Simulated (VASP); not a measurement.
# GeS (Pnma) in VASP: single point with PBEsol

Aim: the single point of GeS with PBEsol.

Everything below comes from runs of VASP 6.6.1. Logs are shortened: lines on timing, memory, paths and dates and some standing lists are left out, and cuts for length are marked.

### 1 The cell of the first run

The structure is orthorhombic, space group Pnma (No. 62). Conventional cell: a = 10.293 Å, b = 3.664 Å, c = 4.148 Å, α = 90.00°, β = 90.00°, γ = 90.00°. Within 3.3 Å of Ge (site symmetry m) lie 6 S at 2.45 to 3.16 Å and 2 Ge at 3.22 Å. S (site symmetry m) has 6 Ge at 2.45 to 3.16 Å within 3.2 Å.

### 2 Single point, PBEsol

The input, INCAR:

```
SYSTEM = GeS
PREC = Accurate
ENCUT = 500
EDIFF = 1E-6
ISMEAR = 0
SIGMA = 0.02
LREAL = .False.
LASPH = .True.
NELM = 120
ALGO = Normal
ISIF = 2
LWAVE = .False.
LCHARG = .False.
GGA = PS
NBANDS = 50
GGA_COMPAT = .False.
```

The input, KPOINTS:

```
regular mesh
0
Gamma
  4 8 6
  0 0 0
```

The input, POSCAR:

```
GeS
1.0
   10.2933949498      0.0000000000      0.0000000000
    0.0000000000      3.6643004540      0.0000000000
    0.0000000000      0.0000000000      4.1479579381
Ge S
4 4
Direct
    0.1193476128      0.2500000000      0.1201689367
    0.3806523872      0.7500000000      0.6201689367
    0.6193476128      0.2500000000      0.3798310633
    0.8806523872      0.7500000000      0.8798310633
    0.8523584923      0.2500000000      0.4946653592
    0.6476415077      0.7500000000     -0.0053346408
    0.3523584923      0.2500000000      1.0053346408
    0.1476415077      0.7500000000      0.5053346408
```

Potentials or basis: VASP PAW PBE potentials, release 64 (Ge_d, S).

Run with:

```bash
$ cat potpaw_PBE.64/Ge_d/POTCAR potpaw_PBE.64/S/POTCAR > POTCAR
$ mpirun -np 1 vasp_std > vasp.out
```

OUTCAR:

```text
SYSTEM = GeS
   PREC = Accurate
   ENCUT = 500
   EDIFF = 1E-6
   ISMEAR = 0
   LREAL = .False.
   LASPH = .True.
   NELM = 120
   ISIF = 2
   GGA = PS

 ion  position               nearest neighbor table
   1  0.119  0.250  0.120-   7 2.45   8 2.45   8 2.45
   2  0.381  0.750  0.620-   8 2.45   7 2.45   7 2.45
   3  0.619  0.250  0.380-   5 2.45   6 2.45   6 2.45
   4  0.881  0.750  0.880-   6 2.45   5 2.45   5 2.45
   5  0.852  0.250  0.495-   3 2.45   4 2.45   4 2.45
   6  0.648  0.750  0.995-   4 2.45   3 2.45   3 2.45
   7  0.352  0.250  0.005-   1 2.45   2 2.45   2 2.45
   8  0.148  0.750  0.505-   2 2.45   1 2.45   1 2.45

  LATTYP: Found a simple orthorhombic cell.
 ALAT       =     3.6643004540
 B/A-ratio  =     1.1319917649
 C/A-ratio  =     2.8091023318

  Lattice vectors:

 A1 = (   0.0000000000,   3.6643004540,   0.0000000000)
 A2 = (   0.0000000000,   0.0000000000,   4.1479579381)
 A3 = (  10.2933949498,   0.0000000000,   0.0000000000)

Analysis of symmetry for initial positions (statically):
=====================================================================
 Subroutine PRICEL returns:
 Original cell was already a primitive cell.

 Routine SETGRP: Setting up the symmetry group for a
 simple orthorhombic supercell.

 Subroutine GETGRP returns: Found  8 space group operations
 (whereof  2 operations were pure point group operations)
 out of a pool of  8 trial point group operations.

The static configuration has the point symmetry S_2 .
 The point group associated with its full space group is D_2h.

Analysis of symmetry for dynamics (positions and initial velocities):
=====================================================================
 Subroutine PRICEL returns:
 Original cell was already a primitive cell.

 Routine SETGRP: Setting up the symmetry group for a
 simple orthorhombic supercell.

 Subroutine GETGRP returns: Found  8 space group operations
 (whereof  2 operations were pure point group operations)
 out of a pool of  8 trial point group operations.

The dynamic configuration has the point symmetry S_2 .
 The point group associated with its full space group is D_2h.

 Subroutine INISYM returns: Found  8 space group operations
 (whereof  2 operations are pure point group operations),
 and found     1 'primitive' translations

----------------------------------------------------------------------------------------

                                     Primitive cell

[... 102 lines left out ...]
   EDIFF  = 0.1E-05   stopping-criterion for ELM
   LREAL  =      F    real-space projection
[... 7 lines left out ...]
   TEBEG  =    0.0;   TEEND  =   0.0 temperature during run
   PSTRESS=    0.0 pullay stress
   NELECT =      80.0000    total number of electrons
   NUPDOWN=      -1.0000    fix difference up-down
   EMIN   =  10.00;   EMAX   =-10.00  energy-range for DOS
   EFERMI =   0.00;   METHOD = LEGACY
   ISMEAR =     0;   SIGMA  =   0.02  broadening in eV -4-tet -1-fermi 0-gaus
   EFERMI_NEDOS =   21; number of points for ismear=-14 and -15
   IALGO  =     38    algorithm
   IMIX   =      4    mixing-type and parameters
     AMIX     =   0.40;   BMIX     =  1.00
     AMIX_MAG =   1.60;   BMIX_MAG =  1.00
  volume/ion in A,a.u.               =      19.56       131.97
  Fermi-wavevector in a.u.,A,eV,Ry     =   1.309112  2.473863 23.317314  1.713774
  Thomas-Fermi vector in A             =   2.439733
   LORBIT       =      0    0 simple, 1 ext, 2 COOP (PROOUT), +10 PAW based schemes
   GGA     = PS    functional components
   LHFCALC =     F    Hartree Fock is set to
   AEXX    =    0.0000 exact exchange contribution
   IVDW    =     0    specifies the selected vdW correction
   LEPSILON=     F    determine dielectric tensor
   LRPA    =     F    only Hartree local field effects (RPA)
 non-spin polarized calculation
 Gauss-broadening in eV      SIGMA  =   0.02
  energy-cutoff  :      500.00
  volume of cell :      156.45
 maximum number of plane-waves:      3996
 NGX is ok and might be reduce to    80
   NGX = 37   NGY = 13   NGZ = 15

 number of electron      80.0000052 magnetization

 Free energy of the ion-electron system (eV)
  ---------------------------------------------------
  ext. energy  EPLUGINS =         0.00000000
  ---------------------------------------------------
  free energy    TOTEN  =       -39.67370223 eV

  energy without entropy =      -39.67370223  energy(sigma->0) =      -39.67370223

 E-fermi :   5.6588     XC(G=0): -10.5696

 val. band max:        5.4790833561   @ k =   0.0000   0.0000   0.3333
 cond. band min:       6.3053739003   @ k =   0.0000   0.0000   0.0000
 fundamental gap:      0.8262905442
 Fermi energy:         5.6588385989

 k-point     1 :       0.0000    0.0000    0.0000
  band No.  band energies     occupation
      1     -18.9505      2.00000
      2     -18.9449      2.00000
      3     -18.9419      2.00000
      4     -18.9389      2.00000
      5     -18.9384      2.00000
      6     -18.9366      2.00000
[... 1261 lines left out ...]
     49      10.1824      0.00000
     50      10.1824      0.00000

 [... further k-points ...]

------------------------ aborting loop because EDIFF is reached ----------------------------------------

  FORCE on cell =-STRESS in cart. coord.  units (eV):
  Direction    XX          YY          ZZ          XY          YZ          ZX
  --------------------------------------------------------------------------------------
  -------------------------------------------------------------------------------------
  Total       -0.0527889     -0.1026366     -0.0268751      0.0000000      0.0000000      0.0000000
  in kB       -0.5405919     -1.0510634     -0.2752178      0.0000000      0.0000000      0.0000000
  external PRESSURE =      -0.6222910 kB  Pullay stress =       0.0000000 kB

 VOLUME and BASIS-vectors are now :
 -----------------------------------------------------------------------------
  energy-cutoff  :      500.00
  volume of cell :      156.45
      direct lattice vectors                 reciprocal lattice vectors
    10.293394950  0.000000000  0.000000000     0.097149678  0.000000000  0.000000000
     0.000000000  3.664300454  0.000000000     0.000000000  0.272903386  0.000000000
     0.000000000  0.000000000  4.147957938     0.000000000  0.000000000  0.241082483

 POSITION                                       TOTAL-FORCE (eV/Angst)
 -----------------------------------------------------------------------------------
      1.22849      0.91608      0.49846        -0.002864     -0.000000     -0.007613
      3.91821      2.74823      2.57243         0.002864     -0.000000     -0.007613
      6.37519      0.91608      1.57552        -0.002864      0.000000      0.007613
      9.06490      2.74823      3.64950         0.002864      0.000000      0.007613
      8.77366      0.91608      2.05185         0.001187      0.000000     -0.003239
      6.66643      2.74823      4.12583        -0.001187      0.000000     -0.003239
      3.62697      0.91608      0.02213         0.001187     -0.000000      0.003239
      1.51973      2.74823      2.09611        -0.001187     -0.000000      0.003239
 -----------------------------------------------------------------------------------
    total drift:                               -0.000000     -0.000000     -0.000000

  FREE ENERGIE OF THE ION-ELECTRON SYSTEM (eV)
  ---------------------------------------------------
  free  energy   TOTEN  =       -39.6737022308 eV

  energy  without entropy=      -39.6737022308  energy(sigma->0) =      -39.67370223
```

stdout:

```text
POSCAR found type information on POSCAR GeS
 POSCAR found :  2 types and       8 ions
 scaLAPACK will be used
 -----------------------------------------------------------------------------
|                                                                             |
|                                                                             |
|     You enforced a specific xc type in the INCAR file but a different       |
|     I HOPE YOU KNOW WHAT YOU ARE DOING!                                     |
|                                                                             |
 -----------------------------------------------------------------------------

 LDA part: xc-table for (Slater+PW92), standard interpolation
 POSCAR, INCAR and KPOINTS ok, starting setup
 FFT: planning ... GRIDC
 FFT: planning ... GRID_SOFT
 FFT: planning ... GRID
 WAVECAR not read
 entering main loop
```

It took 6.7 min on 1 thread of Intel Xeon Platinum 8259CL at 2.50GHz (Skylake/Cascade Lake), shared host; peak memory 0.45 GiB.

What came out:

- Free energy: -39.6737 eV
- Pressure: -0.1 GPa
- Largest force: 0.008 eV/Å
- Band gap on the k mesh: 0.83 eV (least direct gap 1.06 eV)

Forces on the atoms (eV/Å):
```
Ge  -0.003  0.000 -0.008
Ge   0.003  0.000 -0.008
Ge  -0.003  0.000  0.008
Ge   0.003  0.000  0.008
S    0.001  0.000 -0.003
S   -0.001  0.000 -0.003
S    0.001  0.000  0.003
S   -0.001  0.000  0.003
```

Levels at points of the mesh, in eV from the valence-band top:
| k point | band 37 | band 38 | band 39 | band 40 | band 41 | band 42 | band 43 | band 44 |
| --- | --- | --- | --- | --- | --- | --- | --- | --- |
| (0.00, 0.00, 0.00) | -1.76 | -1.01 | -0.93 | -0.23 | 0.83 | 2.60 | 2.74 | 3.02 |
| (0.50, 0.00, 0.00) | -2.08 | -2.08 | -0.50 | -0.50 | 2.33 | 2.33 | 2.65 | 2.65 |
| (0.00, 0.50, 0.00) | -1.36 | -1.36 | -1.13 | -1.13 | 1.28 | 1.28 | 1.59 | 1.59 |
| (0.50, 0.50, 0.00) | -1.49 | -1.49 | -1.49 | -1.49 | 1.73 | 1.73 | 1.73 | 1.73 |
| (0.00, 0.00, 0.50) | -0.95 | -0.95 | -0.24 | -0.24 | 1.52 | 1.52 | 2.26 | 2.26 |
| (0.50, 0.00, 0.50) | -0.70 | -0.70 | -0.26 | -0.26 | 1.44 | 1.44 | 2.34 | 2.34 |
| (0.00, 0.50, 0.50) | -2.52 | -2.52 | -1.61 | -1.61 | 3.08 | 3.08 | 3.38 | 3.38 |
| (0.50, 0.50, 0.50) | -1.62 | -1.62 | -1.62 | -1.62 | 2.67 | 2.67 | 2.67 | 2.67 |

Caveat: the PAW data sets were made with another functional, which shifts forces and pressure a little.
